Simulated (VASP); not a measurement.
# MgCd3Se4 (P4/mmm) in VASP: further runs, part 2 of 2

VASP 6.6.1.

## (3) Single point, PBE

This run uses another cell than the first one, of 25.25 Å³/atom.

The input, INCAR:

```
SYSTEM = MgCd3Se4
PREC = Accurate ; ENCUT = 520
EDIFF = 1E-6 ; ISMEAR = 0
SIGMA = 0.1 ; LREAL = .False.
LASPH = .True. ; NELM = 60
ALGO = Normal ; ISIF = 2
LWAVE = .False. ; LCHARG = .False.
GGA = PE ; NBANDS = 41
```

The input, KPOINTS:

```
Automatic mesh
0
Gamma
  4 4 2
  0 0 0
```

The input, POSCAR:

```
MgCd3Se4
1.0
    4.1490593600      0.0000000000      0.0000000000
    0.0000000000      4.1490593600      0.0000000000
    0.0000000000      0.0000000000     11.7353120400
Mg Cd Se
1 3 4
Direct
    0.0000000000      0.0000000000      0.5000000000
    0.0000000000      0.0000000000      0.0000000000
    0.5000000000      0.5000000000      0.2500000000
    0.5000000000      0.5000000000      0.7500000000
    0.0000000000      0.0000000000      0.2500000000
    0.5000000000      0.5000000000      0.5000000000
    0.0000000000      0.0000000000      0.7500000000
    0.5000000000      0.5000000000      0.0000000000
```

Potentials or basis: VASP PAW PBE potentials, release 64 (Mg, Cd, Se).

On the command line:

```
$ cat potpaw_PBE.64/Mg/POTCAR potpaw_PBE.64/Cd/POTCAR potpaw_PBE.64/Se/POTCAR > POTCAR
$ mpirun -np 1 vasp_std > vasp.out
```

OUTCAR:

```text
SYSTEM = MgCd3Se4
   PREC = Accurate
   ENCUT = 520
   EDIFF = 1E-6
   ISMEAR = 0
   LREAL = .False.
   LASPH = .True.
   NELM = 60
   ISIF = 2
   GGA = PE

 ion  position               nearest neighbor table
   1  0.000  0.000  0.500-   6 2.93   6 2.93   6 2.93   6 2.93   7 2.93   5 2.93
   2  0.000  0.000  0.000-   8 2.93   8 2.93   8 2.93   8 2.93   5 2.93   7 2.93
   3  0.500  0.500  0.250-   5 2.93   5 2.93   5 2.93   5 2.93   8 2.93   6 2.93
   4  0.500  0.500  0.750-   7 2.93   7 2.93   7 2.93   7 2.93   8 2.93   6 2.93
   5  0.000  0.000  0.250-   3 2.93   3 2.93   3 2.93   3 2.93   1 2.93   2 2.93
   6  0.500  0.500  0.500-   1 2.93   1 2.93   1 2.93   1 2.93   4 2.93   3 2.93
   7  0.000  0.000  0.750-   4 2.93   4 2.93   4 2.93   4 2.93   1 2.93   2 2.93
[... 729 lines left out ...]
  external PRESSURE =     -41.9535093 kB  Pullay stress =       0.0000000 kB

 VOLUME and BASIS-vectors are now :
 -----------------------------------------------------------------------------
  energy-cutoff  :      520.00
  volume of cell :      202.02
      direct lattice vectors                 reciprocal lattice vectors
     4.149059360  0.000000000  0.000000000     0.241018485  0.000000000  0.000000000
     0.000000000  4.149059360  0.000000000     0.000000000  0.241018485  0.000000000
     0.000000000  0.000000000 11.735312040     0.000000000  0.000000000  0.085212902

 POSITION                                       TOTAL-FORCE (eV/Angst)
 -----------------------------------------------------------------------------------
      0.00000      0.00000      5.86766         0.000000      0.000000      0.000000
      0.00000      0.00000      0.00000         0.000000      0.000000      0.000000
      2.07453      2.07453      2.93383        -0.000000     -0.000000      0.015667
      2.07453      2.07453      8.80148         0.000000     -0.000000     -0.015667
      0.00000      0.00000      2.93383         0.000000      0.000000      0.181309
      2.07453      2.07453      5.86766         0.000000      0.000000      0.000000
      0.00000      0.00000      8.80148         0.000000      0.000000     -0.181309
      2.07453      2.07453      0.00000         0.000000      0.000000      0.000000
 -----------------------------------------------------------------------------------
    total drift:                                0.000000     -0.000000      0.000000

  FREE ENERGIE OF THE ION-ELECTRON SYSTEM (eV)
  ---------------------------------------------------
  free  energy   TOTEN  =       -22.6469476120 eV

  energy  without entropy=      -22.6338171369  energy(sigma->0) =      -22.64038237
```

OSZICAR:

```text
N       E                     dE             d eps       ncg     rms          rms(c)
DAV:   1     0.399644221167E+03    0.39964E+03   -0.28754E+04   992   0.136E+03
DAV:   2     0.313842822533E+01   -0.39651E+03   -0.37755E+03  1101   0.315E+02
DAV:   3    -0.241500773892E+02   -0.27289E+02   -0.26957E+02  1175   0.793E+01
DAV:   4    -0.244650928761E+02   -0.31502E+00   -0.31468E+00  1110   0.814E+00
DAV:   5    -0.244683192997E+02   -0.32264E-02   -0.32227E-02  1198   0.707E-01    0.856E+00
DAV:   6    -0.227481123339E+02    0.17202E+01   -0.33783E+00  1130   0.115E+01    0.727E+00
DAV:   7    -0.226548040826E+02    0.93308E-01   -0.86897E-01  1156   0.393E+00    0.361E+00
DAV:   8    -0.226488464385E+02    0.59576E-02   -0.69247E-02  1131   0.196E+00    0.539E-01
DAV:   9    -0.226468458188E+02    0.20006E-02   -0.14239E-02  1150   0.794E-01    0.187E-01
DAV:  10    -0.226468369439E+02    0.88749E-05   -0.30025E-03  1139   0.315E-01    0.896E-02
DAV:  11    -0.226469295610E+02   -0.92617E-04   -0.55549E-04  1197   0.154E-01    0.605E-02
DAV:  12    -0.226469462803E+02   -0.16719E-04   -0.72297E-05  1158   0.536E-02    0.149E-02
DAV:  13    -0.226469478227E+02   -0.15424E-05   -0.18467E-05  1142   0.220E-02    0.359E-03
DAV:  14    -0.226469476120E+02    0.21073E-06   -0.24162E-06   949   0.101E-02
   1 F= -.22646948E+02 E0= -.22640382E+02  d E =-.131305E-01
```

stdout:

```text
POSCAR found type information on POSCAR MgCdSe
 POSCAR found :  3 types and       8 ions
 scaLAPACK will be used
 LDA part: xc-table for (Slater+PW92), standard interpolation
 POSCAR, INCAR and KPOINTS ok, starting setup
 FFT: planning ... GRIDC
 FFT: planning ... GRID_SOFT
 FFT: planning ... GRID
 WAVECAR not read
 entering main loop
```

Run time: 63 s. Hardware: 1 thread of Intel Xeon 6975P-C (Granite Rapids), shared host; peak memory 0.33 GiB.

What came out:

* Free energy: -22.6469 eV
* Pressure: -4.2 GPa
* Largest force: 0.181 eV/Å
* Band gap on the k mesh: zero (bands 31 and 32 overlap by 0.38 eV)

Forces on the atoms (eV/Å):
```
Mg   0.000  0.000  0.000
Cd   0.000  0.000  0.000
Cd   0.000  0.000  0.016
Cd   0.000  0.000 -0.016
Se   0.000  0.000  0.181
Se   0.000  0.000  0.000
Se   0.000  0.000 -0.181
Se   0.000  0.000  0.000
```

Stress tensor (GPa, compression positive):
```
-4.03  0.00  0.00
 0.00 -4.03  0.00
 0.00  0.00 -4.53
```

Levels at points of the mesh, in eV from the Fermi level:
```tsv
k point	band 27	band 28	band 29	band 30	band 31	band 32	band 33	band 34	band 35	band 36
(0.00, 0.00, 0.00)	-1.11	-1.11	-0.47	-0.46	-0.46	-0.27	0.28	2.28	2.64	4.83
(0.50, 0.00, 0.00)	-0.40	-0.13	-0.11	-0.05	-0.03	3.09	3.10	3.66	3.78	4.70
(0.50, 0.50, 0.00)	-2.64	-1.79	-1.77	-1.77	-1.77	-0.41	0.25	2.73	3.07	5.12
(0.00, 0.00, 0.50)	-1.55	-0.71	-0.71	-0.62	-0.62	0.39	0.88	1.76	2.14	4.85
(0.50, 0.00, 0.50)	-0.97	-0.74	-0.12	-0.11	-0.07	3.76	3.77	3.80	3.89	4.07
(0.50, 0.50, 0.50)	-2.17	-2.17	-2.14	-2.06	-2.06	1.04	1.04	1.06	1.97	5.46
```

Caveat: the k points lie up to 0.38 Å⁻¹ apart; semilocal functionals underestimate gaps, so a narrow gap can read as zero.
